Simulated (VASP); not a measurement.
Input of a VASP 6.6.1 run:

File INCAR:

```
SYSTEM = La
  PREC = Accurate
  ENCUT = 520
  EDIFF = 1E-6
  ISMEAR = -1
  SIGMA = 0.08
  LREAL = .FALSE.
  LASPH = .TRUE.
  NELM = 80
  ALGO = Normal
  ISIF = 2
  LWAVE = .FALSE.
  LCHARG = .FALSE.
  GGA = PE
  NBANDS = 12
```

KPOINTS

```
regular mesh
0
G
  13 13 13
  0 0 0
```

Contents of POSCAR:

```
La
1.0
   -2.1144866542      2.1144866542      2.1144866542
    2.1144866542     -2.1144866542      2.1144866542
    2.1144866542      2.1144866542     -2.1144866542
La
1
Direct
    0.0000000000      0.0000000000      0.0000000000
```

Potentials or basis: VASP PAW PBE potentials, release 64 (La).

The run is started by

```bash
$ cat potpaw_PBE.64/La/POTCAR > POTCAR
$ mpirun -np 1 vasp_std > vasp.out
```

(1) Estimate the pressure.

## Answers

(1) 0.0 GPa.
